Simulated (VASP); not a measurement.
Here is a VASP 6.6.1 calculation.

INCAR

```
ALGO = Normal
EDIFF = 1E-6
ENCUT = 520
GGA = PE
ISIF = 2
ISMEAR = -1
LASPH = T
LCHARG = F
LREAL = F
LWAVE = F
NBANDS = 56
NELM = 80
PREC = Accurate
SIGMA = 0.05
```

Contents of KPOINTS:

```
k-points
0
Gamma
  4 4 4
```

Contents of POSCAR:

```
HfO2
1.0
    5.1616603225      0.0000000000     -0.0161514378
    0.0000000000      5.2113183531      0.0000000000
   -0.8824420667      0.0000000000      5.2798813734
Hf O
4 8
Direct
    0.2757942770      0.4570428508      0.7084271525
    0.7242057230      0.9570428508      0.7915728475
    0.7242057230      0.5429571492      0.2915728475
    0.2757942770      0.0429571492      0.2084271525
    0.0669406332      0.1715989990      0.8486026058
    0.9330593668      0.6715989990      0.6513973942
    0.9330593668      0.8284010010      0.1513973942
    0.0669406332      0.3284010010      0.3486026058
    0.4493153967      0.7428176147      0.9766100397
    0.5506846033      0.2428176147      0.5233899603
    0.5506846033      0.2571823853      0.0233899603
    0.4493153967      0.7571823853      0.4766100397
```

Potentials or basis: VASP PAW PBE potentials, release 64 (Hf_pv, O).

Command:

```console
$ cat potpaw_PBE.64/Hf_pv/POTCAR potpaw_PBE.64/O/POTCAR > POTCAR
$ mpirun -np 1 vasp_std > vasp.out
```

**Question.** Predict the pressure.

**Answer.** -3.1 GPa.

**Question.** Predict the band gap on the k mesh.

**Answer.** 4.00 eV (least direct gap 4.08 eV).

**Question.** Predict the largest force.

**Answer.** 0.096 eV/Å.

Stress tensor (GPa, compression positive):
```
-3.06  0.00 -0.20
 0.00 -3.03  0.00
-0.20  0.00 -3.07
```

Caveat: the cell stands under tension; spin-orbit coupling is left out, which moves the levels of the heavy elements. A k mesh can miss the band edges.
